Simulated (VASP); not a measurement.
Write the native input for VASP 6.6.1 that does the following.

```
Task                   : single point
Functional             : r2SCAN
Potentials or basis    : VASP PAW PBE potentials, release 64 (Cu)
Cutoff                 : 520 eV
k mesh                 : 10 × 10 × 14
Occupations            : fermi-dirac, width 0.1 eV
Spin                   : no spin polarisation
Dipole correction      : no
Further INCAR settings : ALGO = Normal; EDIFF = 1e-06; NBANDS = 24
```

The system is Cu.

```xyz
3
Lattice="3.8958 0.0000 0.0000 -1.9479 3.3738 0.0000 0.0000 0.0000 2.3384" Properties=species:S:1:pos:R:3 pbc="T T T"
Cu    1.9479    3.3738    0.0000
Cu    0.0000    2.2492    1.1692
Cu    1.9479    1.1246    1.1692
```

This cell differs from its parent crystal: volume scaled by 0.88.

One way to write it, as run:

POSCAR

```
Cu
1.0
    3.8957733396      0.0000000000      0.0000000000
   -1.9478866698      3.3738386795      0.0000000000
    0.0000000000      0.0000000000      2.3383547827
Cu
3
Direct
    1.0000000000      1.0000000000      0.0000000000
    0.3333333333      0.6666666667      0.5000000000
    0.6666666667      0.3333333333      0.5000000000
```

INCAR.step1

```
PREC = Accurate
ENCUT = 520
ISMEAR = -1
SIGMA = 0.1
LREAL = F
LASPH = T
NELM = 100
NBANDS = 24
GGA = PE
ALGO = Normal
EDIFF = 1E-4
LWAVE = T
LCHARG = F
```

INCAR.step2

```
PREC = Accurate
ENCUT = 520
EDIFF = 1E-6
ISMEAR = -1
SIGMA = 0.1
LREAL = F
LASPH = T
NELM = 100
ALGO = Normal
ISIF = 2
LWAVE = F
LCHARG = F
METAGGA = R2SCAN
LMIXTAU = T
NBANDS = 24
ISTART = 1
```

KPOINTS

```
regular mesh
0
Gamma
  10 10 14
```

Potentials or basis: VASP PAW PBE potentials, release 64 (Cu).

Launch:

```console
$ cat potpaw_PBE.64/Cu/POTCAR > POTCAR
$ cp INCAR.step1 INCAR
$ mpirun -np 1 vasp_std > vasp.out
$ cp INCAR.step2 INCAR
$ mpirun -np 1 vasp_std > vasp.out
```

Results of the run:

| Quantity | Value |
| --- | --- |
| Pressure | 28.5 GPa |

Caveat: the PAW data sets were made with another functional, which shifts forces and pressure a little.

Run time: 3.9 min on 1 thread of Intel Xeon 6975P-C, on a shared host, peak memory 0.2 GiB.
